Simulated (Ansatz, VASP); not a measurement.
**Li: VASP beside Ansatz**

```xyz
2
Lattice="3.0544 0.0229 0.0000 -1.5074 2.6338 0.0000 0.0000 0.0000 4.9952" Properties=species:S:1:pos:R:3 pbc="T T T"
Li    0.0132    1.7635    1.2488
Li    1.5338    0.8932    3.7464
```

Change from the starting cell: xy shear strain of +1.5 %, crystal datasets.

Alike in both runs: task electric field gradients; functional PBE; k mesh 16 × 16 × 9; occupations fermi-dirac, width 0.05 eV; no spin polarisation.

|  | VASP | Ansatz |
| --- | --- | --- |
| version | VASP 6.6.1 | Ansatz 0.2.0 |
| potentials or method | VASP PAW PBE potentials, release 64 (Li_sv), cutoff 520 eV | all-electron PAW with datasets made for the crystal, scalar-relativistic |

|  | VASP | Ansatz | Ansatz less VASP |
| --- | --- | --- | --- |
| rms of the force components (eV/Å) | 0.004 | 0.004 | 0.0000 |

Atom by atom the forces differ by 0.000 eV/Å (rms over components). Ansatz ran all-electron here, and VASP with PAW potentials.

Noted on VASP's run: the cutoff is under 1.25 times that of the potentials, so the pressure is a little rough.
